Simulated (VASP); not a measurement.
Wanted: the native input for a VASP 6.6.1 run.

| Property | Result |
| --- | --- |
| Task | single point |
| Functional | PBE |
| Potentials or basis | VASP PAW PBE potentials, release 64 (Na_pv) |
| Cutoff | 520 eV |
| k mesh | 12 × 12 × 12 |
| Occupations | fermi-dirac, width 0.05 eV |
| Spin | no spin polarisation |
| Dipole correction | no |
| Further INCAR settings | ALGO = Normal; EDIFF = 1e-06; NBANDS = 10 |

The structure of Na lies in POSCAR:

```
Na
1.0
   -2.1104180073      2.1104180073      2.1104180073
    2.1104180073     -2.1104180073      2.1104180073
    2.1104180073      2.1104180073     -2.1104180073
Na
1
Direct
    0.0000000000      0.0000000000      0.0000000000
```

The input as run:

INCAR

```
ALGO     = Normal         # electronic algorithm
EDIFF    = 1E-6           # SCF threshold, eV
ENCUT    = 520            # plane-wave cutoff, eV
GGA      = PE             # functional
ISIF     = 2              # what is computed and relaxed
ISMEAR   = -1             # smearing method
LASPH    = True           # aspherical terms in the spheres
LCHARG   = True           # write CHGCAR
LELF     = True           # ELF
LREAL    = False          # projectors in reciprocal space
LVHAR    = True         
LWAVE    = False          # write WAVECAR
NBANDS   = 10             # bands
NELM     = 100            # most SCF steps
PREC     = Accurate       # precision mode
SIGMA    = 0.05           # smearing width, eV
```

KPOINTS

```
k-points
0
Gamma
  12 12 12
```

Potentials or basis: VASP PAW PBE potentials, release 64 (Na_pv).

The run is started by

```sh
$ cat potpaw_PBE.64/Na_pv/POTCAR > POTCAR
$ mpirun -np 1 vasp_std > vasp.out
```

It gave:

```json
{
  "Pressure": "-0.1 GPa",
  "Band gap on the k mesh": "zero (an odd number of electrons rules out a gap without spin polarisation)"
}
```

It took 17 s on 1 thread of AMD EPYC 7R43 64-Core Processor (Zen 3), on a shared host, peak memory 0.13 GiB.
